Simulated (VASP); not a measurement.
# PbSe (Cmcm) in VASP: single point with PBE

Aim: the single point of PbSe with PBE.

All numbers are computed with VASP 6.6.1; they aren't measurements. Logs are shortened: lines on timing, memory, paths and dates and some standing lists are left out, and cuts for length are marked.

## Step 1: The cell of the first run

Symmetry: Cmcm, No. 63, orthorhombic system. Conventional cell: a = 4.310 Å, b = 12.268 Å, c = 4.450 Å, α = 90.00°, β = 90.00°, γ = 90.00°. Within 3.7 Å of Pb (site symmetry m2m) lie 5 Se at 2.82 to 3.10 Å. Se (site symmetry m2m) has 5 Pb at 2.82 to 3.10 Å within 3.7 Å.

## Step 2: Single point, PBE

INCAR

```
SYSTEM = PbSe
PREC = Accurate
ENCUT = 500
EDIFF = 1E-6
ISMEAR = 0
SIGMA = 0.01
LREAL = .FALSE.
LASPH = .TRUE.
NELM = 120
ALGO = Normal
ISIF = 2
LWAVE = .FALSE.
LCHARG = .TRUE.
GGA = PE
LELF = .TRUE.
LVHAR = .TRUE.
NBANDS = 28
GGA_COMPAT = .FALSE.
```

KPOINTS

```
regular mesh
0
G
  3 3 3
  0 0 0
```

POSCAR

```
PbSe
1.0
    2.1548765900     -6.1339473500      0.0000000000
    2.1548765900      6.1339473500      0.0000000000
    0.0000000000      0.0000000000      4.4504935700
Pb Se
2 2
Direct
    0.3682392700      0.6317607300      0.2500000000
    0.6317607300      0.3682392700      0.7500000000
    0.1387100400      0.8612899600      0.2500000000
    0.8612899600      0.1387100400      0.7500000000
```

Potentials or basis: VASP PAW PBE potentials, release 64 (Pb_d, Se).

The run is started by

```bash
$ cat potpaw_PBE.64/Pb_d/POTCAR potpaw_PBE.64/Se/POTCAR > POTCAR
$ mpirun -np 1 vasp_std > vasp.out
```

OUTCAR:

```text
SYSTEM = PbSe
   PREC = Accurate
   ENCUT = 500
   EDIFF = 1E-6
   ISMEAR = 0
   LREAL = .FALSE.
   LASPH = .TRUE.
   NELM = 120
   ISIF = 2
   GGA = PE

 ion  position               nearest neighbor table
   1  0.368  0.632  0.250-   3 2.82   4 3.10   4 3.10   4 3.10   4 3.10   2 3.92   2 3.92
   2  0.632  0.368  0.750-   4 2.82   3 3.10   3 3.10   3 3.10   3 3.10   1 3.92   1 3.92
   3  0.139  0.861  0.250-   1 2.82   2 3.10   2 3.10   2 3.10   2 3.10
   4  0.861  0.139  0.750-   2 2.82   1 3.10   1 3.10   1 3.10   1 3.10

  LATTYP: Found a base centered orthorhombic cell.
 ALAT       =     4.3097531800
 B/A-ratio  =     2.8465422932
 C/A-ratio  =     1.0326562530

  Lattice vectors:

 A1 = (   2.1548765900,  -6.1339473500,   0.0000000000)
 A2 = (   2.1548765900,   6.1339473500,   0.0000000000)
 A3 = (   0.0000000000,   0.0000000000,   4.4504935700)

Analysis of symmetry for initial positions (statically):
=====================================================================
 Subroutine PRICEL returns:
 Original cell was already a primitive cell.

 Routine SETGRP: Setting up the symmetry group for a
 base centered orthorhombic supercell.

 Subroutine GETGRP returns: Found  8 space group operations
 (whereof  4 operations were pure point group operations)
 out of a pool of  8 trial point group operations.

The static configuration has the point symmetry C_2h.
 The point group associated with its full space group is D_2h.

Analysis of symmetry for dynamics (positions and initial velocities):
=====================================================================
 Subroutine PRICEL returns:
 Original cell was already a primitive cell.

 Routine SETGRP: Setting up the symmetry group for a
 base centered orthorhombic supercell.

 Subroutine GETGRP returns: Found  8 space group operations
 (whereof  4 operations were pure point group operations)
 out of a pool of  8 trial point group operations.

The dynamic configuration has the point symmetry C_2h.
 The point group associated with its full space group is D_2h.

 Subroutine INISYM returns: Found  8 space group operations
 (whereof  4 operations are pure point group operations),
 and found     1 'primitive' translations

----------------------------------------------------------------------------------------

                                     Primitive cell

  volume of cell :     117.6524

  direct lattice vectors                    reciprocal lattice vectors
     2.154876590 -6.133947350  0.000000000     0.232031849 -0.081513579  0.000000000
[... 74 lines left out ...]
   LREAL  =      F    real-space projection
   EDIFFG = 0.1E-04   stopping-criterion for IOM
   NSW    =      0    number of steps for IOM
   IBRION =     -1    ionic relax: 0-MD 1-quasi-New 2-CG
   NFREE  =      0    steps in history (QN), initial steepest desc. (CG)
   ISIF   =      2    stress and relaxation
   ISYM   =      2    0-nonsym 1-usesym 2-fastsym
   POTIM  = 0.5000    time-step for ionic-motion
   TEBEG  =    0.0;   TEEND  =   0.0 temperature during run
   PSTRESS=    0.0 pullay stress
   NELECT =      40.0000    total number of electrons
   NUPDOWN=      -1.0000    fix difference up-down
   EMIN   =  10.00;   EMAX   =-10.00  energy-range for DOS
   EFERMI =   0.00;   METHOD = LEGACY
   ISMEAR =     0;   SIGMA  =   0.01  broadening in eV -4-tet -1-fermi 0-gaus
   EFERMI_NEDOS =   21; number of points for ismear=-14 and -15
   IALGO  =     38    algorithm
   IMIX   =      4    mixing-type and parameters
     AMIX     =   0.40;   BMIX     =  1.00
     AMIX_MAG =   1.60;   BMIX_MAG =  1.00
  volume/ion in A,a.u.               =      29.41       198.49
  Fermi-wavevector in a.u.,A,eV,Ry     =   1.142601  2.159203 17.762912  1.305537
  Thomas-Fermi vector in A             =   2.279299
   LORBIT       =      0    0 simple, 1 ext, 2 COOP (PROOUT), +10 PAW based schemes
   GGA     = PE    functional components
   LHFCALC =     F    Hartree Fock is set to
   AEXX    =    0.0000 exact exchange contribution
   IVDW    =     0    specifies the selected vdW correction
   LEPSILON=     F    determine dielectric tensor
   LRPA    =     F    only Hartree local field effects (RPA)
 non-spin polarized calculation
 Gauss-broadening in eV      SIGMA  =   0.01
  energy-cutoff  :      500.00
  volume of cell :      117.65
 maximum number of plane-waves:      3001
   NGX = 23   NGY = 23   NGZ = 17

 number of electron      39.9999996 magnetization

 Free energy of the ion-electron system (eV)
  ---------------------------------------------------
  ext. energy  EPLUGINS =         0.00000000
  ---------------------------------------------------
  free energy    TOTEN  =       -16.25580631 eV

  energy without entropy =      -16.25580631  energy(sigma->0) =      -16.25580631

 E-fermi :   4.2612     XC(G=0):  -9.4246

 val. band max:        4.1657845344   @ k =  -0.3333   0.3333   0.3333
 cond. band min:       5.5155556952   @ k =   0.3333   0.3333   0.0000
 fundamental gap:      1.3497711608
 Fermi energy:         4.2611507501

 k-point     1 :       0.0000    0.0000    0.0000
  band No.  band energies     occupation
      1     -12.2093      2.00000
      2     -12.1248      2.00000
      3     -12.1192      2.00000
      4     -12.1149      2.00000
      5     -12.0920      2.00000
      6     -12.0908      2.00000
[... 237 lines left out ...]
     27      11.5072      0.00000
     28      12.2997      0.00000

------------------------ aborting loop because EDIFF is reached ----------------------------------------

  FORCE on cell =-STRESS in cart. coord.  units (eV):
  Direction    XX          YY          ZZ          XY          YZ          ZX
  --------------------------------------------------------------------------------------
  -------------------------------------------------------------------------------------
  Total        0.1895032      1.6055317      0.2603184      0.0000000      0.0000000      0.0000000
  in kB        2.5806341     21.8639616      3.5449883      0.0000000      0.0000000      0.0000000
  external PRESSURE =       9.3298613 kB  Pullay stress =       0.0000000 kB

 VOLUME and BASIS-vectors are now :
 -----------------------------------------------------------------------------
  energy-cutoff  :      500.00
  volume of cell :      117.65
      direct lattice vectors                 reciprocal lattice vectors
     2.154876590 -6.133947350  0.000000000     0.232031849 -0.081513579  0.000000000
     2.154876590  6.133947350  0.000000000     0.232031849  0.081513579  0.000000000
     0.000000000  0.000000000  4.450493570     0.000000000  0.000000000  0.224694179

 POSITION                                       TOTAL-FORCE (eV/Angst)
 -----------------------------------------------------------------------------------
      2.15488      1.61643      1.11262         0.000000     -0.115361      0.000000
      2.15488     -1.61643      3.33787         0.000000      0.115361      0.000000
      2.15488      4.43227      1.11262         0.000000      0.331779      0.000000
      2.15488     -4.43227      3.33787         0.000000     -0.331779     -0.000000
 -----------------------------------------------------------------------------------
    total drift:                                0.000000     -0.000000     -0.000000

  FREE ENERGIE OF THE ION-ELECTRON SYSTEM (eV)
  ---------------------------------------------------
  free  energy   TOTEN  =       -16.2558063077 eV

  energy  without entropy=      -16.2558063077  energy(sigma->0) =      -16.25580631
```

Wall time 28 s (1 thread of Intel Xeon 6975P-C, shared host); peak memory 0.25 GiB.

What came out:

| Property | Result |
| --- | --- |
| Free energy | -16.2558 eV |
| Pressure | 0.9 GPa |
| Largest force | 0.332 eV/Å |
| Band gap on the k mesh | 1.35 eV, indirect (least direct gap 1.56 eV) |

Forces in eV/Å, atoms in the order of the input:
```
Pb   0.000 -0.115  0.000
Pb   0.000  0.115  0.000
Se   0.000  0.332  0.000
Se   0.000 -0.332  0.000
```

Stress tensor (GPa, compression positive):
```
0.26 0.00 0.00
0.00 2.19 0.00
0.00 0.00 0.35
```

Caveat: the k points lie up to 0.52 Å⁻¹ apart; spin-orbit coupling is left out, which moves the levels of the heavy elements. A k mesh can miss the band edges.
